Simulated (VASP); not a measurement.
# SiC: single point with r2SCAN

SiC:

```
Si C
1.0
     0.00000    2.00008    2.00008
     2.00008    0.00000    2.00008
     2.00008    2.00008    0.00000
Si C
1 1
Direct
  0.00000 0.00000 0.00000
  0.75000 0.75000 0.75000
```

This cell differs from its parent crystal: strain -0.080 along x and y, -0.080 along z.

```json
{
  "Program": "VASP 6.6.1",
  "Task": "single point",
  "Functional": "r2SCAN",
  "Potentials or basis": "VASP PAW PBE potentials, release 64 (Si, C)",
  "Cutoff": "520 eV",
  "k mesh": "12 × 12 × 12",
  "Occupations": "gaussian, width 0.05 eV",
  "Spin": "no spin polarisation",
  "Dipole correction": "no",
  "Further INCAR settings": "ALGO = Normal; EDIFF = 1e-07; NBANDS = 11"
}
```

The pressure is 93.7 GPa and the band gap on the k mesh is 1.52 eV, indirect (least direct gap 5.33 eV).

Levels at points of the mesh, in eV from the valence-band top:
```
           k point  band 1  band 2  band 3  band 4  band 5  band 6  band 7  band 8  band 9
(0.00, 0.00, 0.00)  -18.36    0.00    0.00    0.00   10.03   10.03   10.03   10.17   16.94
(0.50, 0.00, 0.00)  -13.68  -10.36   -1.13   -1.13    8.66    8.97    8.97   12.57   21.33
(0.50, 0.50, 0.00)  -11.93   -8.98   -3.82   -3.82    1.52    5.96   18.52   18.52   20.17
```

Wall time 35 s on 1 thread of Intel(R) Xeon(R) Platinum 8488C (Sapphire Rapids), on a shared host, peak memory 0.14 GiB.

Caveat: the cell differs from its parent crystal (strain -0.080 along x and y, -0.080 along z); the PAW data sets were made with another functional, which shifts forces and pressure a little. A k mesh can miss the band edges.
